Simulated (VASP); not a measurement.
# MgS (gw) (Immm) in VASP: notebook

The runs below take MgS (gw) through single point, with PBEsol.

Everything below comes from runs of VASP 6.6.1. Logs are shortened: lines on timing, memory, paths and dates and some standing lists are left out, and cuts for length are marked.

### Step 1. The cell of the first run

It takes space group Immm (No. 71, orthorhombic). Conventional cell: a = 3.628 Å, b = 3.673 Å, c = 5.193 Å, α = 90.00°, β = 90.00°, γ = 90.00°. Mg (site symmetry mmm) has 6 S at 2.58 to 2.60 Å within 3.4 Å. Within 3.4 Å of S (site symmetry mmm) lie 6 Mg at 2.58 to 2.60 Å.

### Step 2. Single point, PBEsol

INCAR

```
ALGO     = Normal         # electronic algorithm
EDIFF    = 1E-6           # SCF threshold, eV
ENCUT    = 600            # plane-wave cutoff, eV
GGA      = PS             # functional
GGA_COMPAT= False        
ISIF     = 2              # what is computed and relaxed
ISMEAR   = 0              # smearing method
LASPH    = True           # aspherical terms in the spheres
LCHARG   = False          # write CHGCAR
LREAL    = False          # projectors in reciprocal space
LWAVE    = False          # write WAVECAR
NBANDS   = 11             # bands
NELM     = 120            # most SCF steps
PREC     = Accurate       # precision mode
SIGMA    = 0.01           # smearing width, eV
```

KPOINTS

```
k-points
0
Gamma
  4 4 4
```

POSCAR

```
MgS
1.0
   -0.0159616870      2.5812596265      2.5965822274
    2.5812596265     -0.0159616870      2.5965822274
    2.5652979395      2.5652979395      0.0000000000
Mg S
1 1
Direct
    0.0000000000      0.0000000000      0.0000000000
    0.5000000000      0.5000000000      0.5000000000
```

Potentials or basis: VASP PAW PBE potentials, release 64 (Mg, S).

Command:

```sh
$ cat potpaw_PBE.64/Mg/POTCAR potpaw_PBE.64/S/POTCAR > POTCAR
$ mpirun -np 1 vasp_std > vasp.out
```

OUTCAR:

```text
EDIFF = 1E-6
   ENCUT = 600
   GGA = PS
   ISIF = 2
   ISMEAR = 0
   LASPH = True
   LREAL = False
   NELM = 120
   PREC = Accurate

 ion  position               nearest neighbor table
   1  0.000  0.000  0.000-   2 2.58   2 2.58   2 2.58   2 2.58   2 2.60   2 2.60
   2  0.500  0.500  0.500-   1 2.58   1 2.58   1 2.58   1 2.58   1 2.60   1 2.60

  LATTYP: Found a body centered orthorhombic cell.
 ALAT       =     3.6278791376
 B/A-ratio  =     1.0124443144
 C/A-ratio  =     1.4314601611

  Lattice vectors:

 A1 = (   0.0159616870,  -2.5812596265,  -2.5965822274)
 A2 = (  -0.0159616870,   2.5812596265,  -2.5965822274)
 A3 = (   2.5812596265,  -0.0159616870,   2.5965822274)

Analysis of symmetry for initial positions (statically):
=====================================================================
 Subroutine PRICEL returns:
 Original cell was already a primitive cell.

 Routine SETGRP: Setting up the symmetry group for a
 body centered orthorhombic supercell.

 Subroutine GETGRP returns: Found  8 space group operations
 (whereof  8 operations were pure point group operations)
 out of a pool of  8 trial point group operations.

The static configuration has the point symmetry D_2h.

Analysis of symmetry for dynamics (positions and initial velocities):
=====================================================================
 Subroutine PRICEL returns:
 Original cell was already a primitive cell.

 Routine SETGRP: Setting up the symmetry group for a
 body centered orthorhombic supercell.

 Subroutine GETGRP returns: Found  8 space group operations
 (whereof  8 operations were pure point group operations)
 out of a pool of  8 trial point group operations.

The dynamic configuration has the point symmetry D_2h.

 Subroutine INISYM returns: Found  8 space group operations
 (whereof  8 operations are pure point group operations),
 and found     1 'primitive' translations

----------------------------------------------------------------------------------------

                                     Primitive cell

  volume of cell :      34.6002

  direct lattice vectors                    reciprocal lattice vectors
    -0.015961687  2.581259627  2.596582227    -0.192513436  0.192513436  0.192560819
     2.581259627 -0.015961687  2.596582227     0.192513436 -0.192513436  0.192560819
     2.565297940  2.565297940  0.000000000     0.194909134  0.194909134 -0.192560819

  length of vectors
     3.661337911  3.661337911  3.627879138     0.333470411  0.333470411  0.336242190

  position of ions in fractional coordinates (direct lattice)
     0.000000000  0.000000000  0.000000000
     0.500000000  0.500000000  0.500000000

  ion indices of the primitive-cell ions
   primitive index   ion index
                 1           1
                 2           2

----------------------------------------------------------------------------------------

 KPOINTS: k-points

Automatic generation of k-mesh.
 Grid dimensions read from file:
 generate k-points for:    4    4    4

 Generating k-lattice:

  Cartesian coordinates                     Fractional coordinates (reciprocal lattice)
    -0.048128359  0.048128359  0.048140205     0.250000000  0.000000000  0.000000000
     0.048128359 -0.048128359  0.048140205     0.000000000  0.250000000  0.000000000
     0.048727284  0.048727284 -0.048140205    -0.000000000 -0.000000000  0.250000000

  Length of vectors
     0.083367603  0.083367603  0.084060547

  Shift w.r.t. Gamma in fractional coordinates (k-lattice)
     0.000000000  0.000000000  0.000000000

 Subroutine IBZKPT returns following result:
 ===========================================

 Found     18 irreducible k-points:

 Following reciprocal coordinates:
            Coordinates               Weight
  0.000000  0.000000  0.000000      1.000000
  0.250000  0.000000  0.000000      4.000000
  0.500000  0.000000  0.000000      2.000000
  0.250000  0.250000  0.000000      2.000000
  0.500000  0.250000  0.000000      4.000000
 -0.250000  0.250000  0.000000      2.000000
[... 10 lines left out ...]
  0.250000  0.250000  0.500000      2.000000
 -0.250000  0.250000  0.500000      2.000000
   k-points           NKPTS =     18   k-points in BZ     NKDIM =     18   number of bands    NBANDS=     11
   number of dos      NEDOS =    301   number of ions     NIONS =      2
   total plane-waves  NPLWV =  27000
   dimension x,y,z NGX =    30 NGY =   30 NGZ =   30
   dimension x,y,z NGXF=    60 NGYF=   60 NGZF=   60
   ions per type =               1   1
   NGX,Y,Z   is equivalent  to a cutoff of  13.62, 13.62, 13.75 a.u.
   NGXF,Y,Z  is equivalent  to a cutoff of  27.24, 27.24, 27.49 a.u.
 SYSTEM =  unknown system
   PREC   = accura    normal or accurate (medium, high low for compatibility)
   ISTART =      0    job   : 0-new  1-cont  2-samecut
   ICHARG =      2    charge: 1-file 2-atom 10-const
   ISPIN  =      1    spin polarized calculation?
   LNONCOLLINEAR =      F non collinear calculations
   LSORBIT =      F    spin-orbit coupling
   LASPH  =      T    aspherical Exc in radial PAW
   ENCUT  =  600.0 eV  44.10 Ry    6.64 a.u.   7.31  7.31  7.25*2*pi/ulx,y,z
   NELM   =    120;   NELMIN=  2; NELMDL= -5     # of ELM steps
   EDIFF  = 0.1E-05   stopping-criterion for ELM
   LREAL  =      F    real-space projection
   EDIFFG = 0.1E-04   stopping-criterion for IOM
   NSW    =      0    number of steps for IOM
   IBRION =     -1    ionic relax: 0-MD 1-quasi-New 2-CG
   NFREE  =      0    steps in history (QN), initial steepest desc. (CG)
   ISIF   =      2    stress and relaxation
   ISYM   =      2    0-nonsym 1-usesym 2-fastsym
   POTIM  = 0.5000    time-step for ionic-motion
   TEBEG  =    0.0;   TEEND  =   0.0 temperature during run
   PSTRESS=    0.0 pullay stress
   NELECT =       8.0000    total number of electrons
   NUPDOWN=      -1.0000    fix difference up-down
   EMIN   =  10.00;   EMAX   =-10.00  energy-range for DOS
   EFERMI =   0.00;   METHOD = LEGACY
   ISMEAR =     0;   SIGMA  =   0.01  broadening in eV -4-tet -1-fermi 0-gaus
   EFERMI_NEDOS =   21; number of points for ismear=-14 and -15
   IALGO  =     38    algorithm
   IMIX   =      4    mixing-type and parameters
     AMIX     =   0.40;   BMIX     =  1.00
     AMIX_MAG =   1.60;   BMIX_MAG =  1.00
  volume/ion in A,a.u.               =      17.30       116.75
  Fermi-wavevector in a.u.,A,eV,Ry     =   1.004797  1.898792 13.736687  1.009618
  Thomas-Fermi vector in A             =   2.137436
   LORBIT       =      0    0 simple, 1 ext, 2 COOP (PROOUT), +10 PAW based schemes
   GGA     = PS    functional components
   LHFCALC =     F    Hartree Fock is set to
   AEXX    =    0.0000 exact exchange contribution
   IVDW    =     0    specifies the selected vdW correction
   LEPSILON=     F    determine dielectric tensor
   LRPA    =     F    only Hartree local field effects (RPA)
 non-spin polarized calculation
 Gauss-broadening in eV      SIGMA  =   0.01
  energy-cutoff  :      600.00
  volume of cell :       34.60
 maximum number of plane-waves:      1175
 NGX is ok and might be reduce to    30
   NGX = 15   NGY = 15   NGZ = 15

 number of electron       8.0000000 magnetization

 Free energy of the ion-electron system (eV)
  ---------------------------------------------------
  ext. energy  EPLUGINS =         0.00000000
  ---------------------------------------------------
  free energy    TOTEN  =        -9.02129882 eV

  energy without entropy =       -9.02129882  energy(sigma->0) =       -9.02129882

 E-fermi :   3.9978     XC(G=0):  -9.9029

 val. band max:        3.9165747480   @ k =   0.0000   0.0000   0.0000
 cond. band min:       6.5688508456   @ k =   0.5000  -0.0000   0.5000
 fundamental gap:      2.6522760976
 Fermi energy:         3.9977737409

 k-point     1 :       0.0000    0.0000    0.0000
  band No.  band energies     occupation
      1      -8.9223      2.00000
      2       3.7997      2.00000
      3       3.8825      2.00000
      4       3.9166      2.00000
      5       7.5819      0.00000
      6      11.6011      0.00000
      7      11.6486      0.00000
      8      11.8153      0.00000
      9      14.1351      0.00000
     10      14.2213      0.00000
     11      16.1738      0.00000

 k-point     2 :       0.2500    0.0000    0.0000
  band No.  band energies     occupation
      1      -8.3434      2.00000
      2       0.9305      2.00000
      3       3.5184      2.00000
      4       3.5846      2.00000
      5       8.7723      0.00000
      6      11.5663      0.00000
      7      11.7127      0.00000
      8      12.1211      0.00000
      9      14.0335      0.00000
     10      14.1807      0.00000
     11      15.7519      0.00000

 k-point     3 :       0.5000    0.0000    0.0000
  band No.  band energies     occupation
      1      -7.5618      2.00000
      2      -1.1594      2.00000
      3       3.2394      2.00000
      4       3.3081      2.00000
      5       8.3138      0.00000
      6      10.6672      0.00000
      7      10.8116      0.00000
      8      14.1171      0.00000
      9      15.9066      0.00000
     10      18.2238      0.00000
     11      18.3466      0.00000

 k-point     4 :       0.2500    0.2500    0.0000
  band No.  band energies     occupation
      1      -8.1598      2.00000
      2       1.2389      2.00000
      3       2.7850      2.00000
      4       2.9318      2.00000
      5       8.8207      0.00000
      6       9.3038      0.00000
      7      12.0599      0.00000
      8      13.9835      0.00000
      9      14.1065      0.00000
     10      15.2201      0.00000
     11      19.1926      0.00000

 k-point     5 :       0.5000    0.2500    0.0000
  band No.  band energies     occupation
      1      -7.3875      2.00000
      2      -0.3478      2.00000
      3       1.5291      2.00000
      4       2.6916      2.00000
      5       8.2719      0.00000
      6      10.4644      0.00000
      7      12.5850      0.00000
      8      12.8921      0.00000
      9      16.5638      0.00000
     10      18.5204      0.00000
     11      19.3953      0.00000
[... 127 lines left out ...]
 k-point    15 :       0.2500   -0.0000    0.5000
  band No.  band energies     occupation
      1      -7.3574      2.00000
      2      -0.3261      2.00000
      3       1.5511      2.00000
      4       2.5919      2.00000
      5       8.1589      0.00000
      6      10.4875      0.00000
      7      12.5695      0.00000
      8      12.7666      0.00000
      9      16.6187      0.00000
     10      18.5422      0.00000
     11      19.3761      0.00000

 k-point    16 :       0.5000   -0.0000    0.5000
  band No.  band energies     occupation
      1      -7.1420      2.00000
      2      -0.4992      2.00000
      3       2.0763      2.00000
      4       2.1283      2.00000
      5       6.5689      0.00000
      6       8.0244      0.00000
      7      15.9127      0.00000
      8      16.7200      0.00000
      9      17.1949      0.00000
     10      17.3719      0.00000
     11      19.7048      0.00000

 k-point    17 :       0.2500    0.2500    0.5000
  band No.  band energies     occupation
      1      -7.6059      2.00000
      2       0.0260      2.00000
      3       1.4458      2.00000
      4       3.1591      2.00000
      5       9.3960      0.00000
      6      11.4816      0.00000
      7      11.6211      0.00000
      8      11.7048      0.00000
      9      14.2737      0.00000
     10      18.2537      0.00000
     11      18.9870      0.00000

 k-point    18 :      -0.2500    0.2500    0.5000
  band No.  band energies     occupation
      1      -7.0953      2.00000
      2       0.4739      2.00000
      3       0.4931      2.00000
      4       1.4384      2.00000
      5       9.0921      0.00000
      6      11.6689      0.00000
      7      11.7097      0.00000
      8      11.8511      0.00000
      9      18.1348      0.00000
     10      18.4157      0.00000
     11      19.6079      0.00000

------------------------ aborting loop because EDIFF is reached ----------------------------------------

  FORCE on cell =-STRESS in cart. coord.  units (eV):
  Direction    XX          YY          ZZ          XY          YZ          ZX
  --------------------------------------------------------------------------------------
  -------------------------------------------------------------------------------------
  Total        0.1926752      0.1926752      0.0471443      0.1496139      0.0000000      0.0000000
  in kB        8.9219052      8.9219052      2.1830383      6.9279323      0.0000000      0.0000000
  external PRESSURE =       6.6756162 kB  Pullay stress =       0.0000000 kB

 VOLUME and BASIS-vectors are now :
 -----------------------------------------------------------------------------
  energy-cutoff  :      600.00
  volume of cell :       34.60
      direct lattice vectors                 reciprocal lattice vectors
    -0.015961687  2.581259627  2.596582227    -0.192513436  0.192513436  0.192560819
     2.581259627 -0.015961687  2.596582227     0.192513436 -0.192513436  0.192560819
     2.565297940  2.565297940  0.000000000     0.194909134  0.194909134 -0.192560819

 POSITION                                       TOTAL-FORCE (eV/Angst)
 -----------------------------------------------------------------------------------
      0.00000      0.00000      0.00000        -0.000000     -0.000000      0.000000
      2.56530      2.56530      2.59658         0.000000      0.000000      0.000000
 -----------------------------------------------------------------------------------
    total drift:                               -0.000000     -0.000000      0.000000

  FREE ENERGIE OF THE ION-ELECTRON SYSTEM (eV)
  ---------------------------------------------------
  free  energy   TOTEN  =        -9.0212988151 eV

  energy  without entropy=       -9.0212988151  energy(sigma->0) =       -9.02129882
```

Run time: 4.3 s. Hardware: 1 thread of Intel Xeon 6975P-C (Granite Rapids), shared host; peak memory 0.16 GiB.

Results:

```
Free energy            : -9.0213 eV
Pressure               : 0.7 GPa
Band gap on the k mesh : 2.65 eV, indirect (least direct gap 3.67 eV)
```

Levels at points of the mesh, in eV from the valence-band top:
```tsv
k point	band 2	band 3	band 4	band 5	band 6	band 7
(0.00, 0.00, 0.00)	-0.12	-0.03	0.00	3.67	7.68	7.73
(0.50, 0.00, 0.00)	-5.08	-0.68	-0.61	4.40	6.75	6.90
(0.50, 0.50, 0.00)	-4.42	-1.87	-1.71	2.68	4.14	11.95
(0.00, 0.00, 0.50)	-5.04	-0.72	-0.69	4.31	6.71	6.73
(0.50, 0.00, 0.50)	-4.42	-1.84	-1.79	2.65	4.11	12.00
```

Caveat: the k points lie up to 0.53 Å⁻¹ apart; the PAW data sets were made with another functional, which shifts forces and pressure a little. A hybrid or GW would open this gap; PBEsol tends to underestimate it.

### Step 3. Single point, PBEsol

INCAR

```
SYSTEM = MgS
ALGO     = Normal         ! electronic algorithm
EDIFF    = 1E-6           ! SCF threshold, eV
ENCUT    = 600            ! plane-wave cutoff, eV
GGA      = PS             ! functional
GGA_COMPAT= .False.      
ISIF     = 2              ! what is computed and relaxed
ISMEAR   = 0              ! smearing method
LASPH    = .True.         ! aspherical terms in the spheres
LCHARG   = .False.        ! write CHGCAR
LREAL    = .False.        ! projectors in reciprocal space
LWAVE    = .False.        ! write WAVECAR
NBANDS   = 11             ! bands
NELM     = 120            ! most SCF steps
PREC     = Accurate       ! precision mode
SIGMA    = 0.01           ! smearing width, eV
```

KPOINTS

```
k-points
0
Gamma
  4 4 4
  0 0 0
```

POSCAR is that of step 2.

Potentials or basis: VASP PAW PBE potentials, release 64 (Mg, S).

Command:

```sh
$ cat potpaw_PBE.64/Mg/POTCAR potpaw_PBE.64/S/POTCAR > POTCAR
$ mpirun -np 1 vasp_std > vasp.out
```

Run time: 4.2 s. Hardware: 1 thread of Intel Xeon 6975P-C (Granite Rapids), shared host; peak memory 0.16 GiB.

Results (log left out):

```yaml
Free_energy: -9.0213 eV
Pressure: 0.7 GPa
Band_gap_on_the_k_mesh: 2.65 eV, indirect (least direct gap 3.67 eV)
```

Stress tensor (GPa, compression positive):
```
0.89 0.69 0.00
0.69 0.89 0.00
0.00 0.00 0.22
```

Levels at points of the mesh, in eV from the valence-band top:
| k point | band 1 | band 2 | band 3 | band 4 | band 5 | band 6 | band 7 | band 8 | band 9 |
| --- | --- | --- | --- | --- | --- | --- | --- | --- | --- |
| (0.00, 0.00, 0.00) | -12.84 | -0.12 | -0.03 | 0.00 | 3.67 | 7.68 | 7.73 | 7.90 | 10.22 |
| (0.50, 0.00, 0.00) | -11.48 | -5.08 | -0.68 | -0.61 | 4.40 | 6.75 | 6.90 | 10.20 | 11.99 |
| (0.50, 0.50, 0.00) | -11.08 | -4.42 | -1.87 | -1.71 | 2.68 | 4.14 | 11.95 | 12.80 | 13.38 |
| (0.00, 0.00, 0.50) | -11.44 | -5.04 | -0.72 | -0.69 | 4.31 | 6.71 | 6.73 | 10.17 | 12.02 |
| (0.50, 0.00, 0.50) | -11.06 | -4.42 | -1.84 | -1.79 | 2.65 | 4.11 | 12.00 | 12.80 | 13.28 |

Caveat: the k points lie up to 0.53 Å⁻¹ apart; the PAW data sets were made with another functional, which shifts forces and pressure a little.
